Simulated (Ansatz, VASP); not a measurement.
## Two plane-wave programs on W

```
W
1.0
     2.79080    0.00000    0.00000
     0.00000    4.83123    0.00000
     0.00000    0.00000    4.89065
W
4
Direct
  0.79317 0.93684 0.75000
  0.20683 0.43684 0.75000
  0.20683 0.06316 0.25000
  0.79317 0.56316 0.25000
```

Alike in both runs: task single point; functional r2SCAN; k mesh 9 × 6 × 6; occupations fermi-dirac, width 0.05 eV; no spin polarisation.

|  | VASP | Ansatz |
| --- | --- | --- |
| version | VASP 6.6.1 | Ansatz 0.2.0 |
| potentials or method | VASP PAW PBE potentials, release 64 (W_sv) | Ansatz PAW |
| plane-wave cutoff (eV) | 520 | 500 |
| valence electrons in the cell | 56 | 56 |

```csv
,VASP,Ansatz,Ansatz less VASP
gap on the k mesh at the Fermi level (eV),none,none,-
pressure (GPa),-0.3,-1.4,-1.07
"traceless stress, the component that is largest in VASP (GPa)",-0.95,-1.08,-0.130
rms of the force components (eV/Å),0.083,0.085,+0.0012
```

VASP's potentials were made for PBE, not for r2SCAN. Atom by atom the forces differ by 0.002 eV/Å (rms over components). A gap of «none» marks a metal or a gap that the smearing closes.

Neither program's run includes spin-orbit coupling.
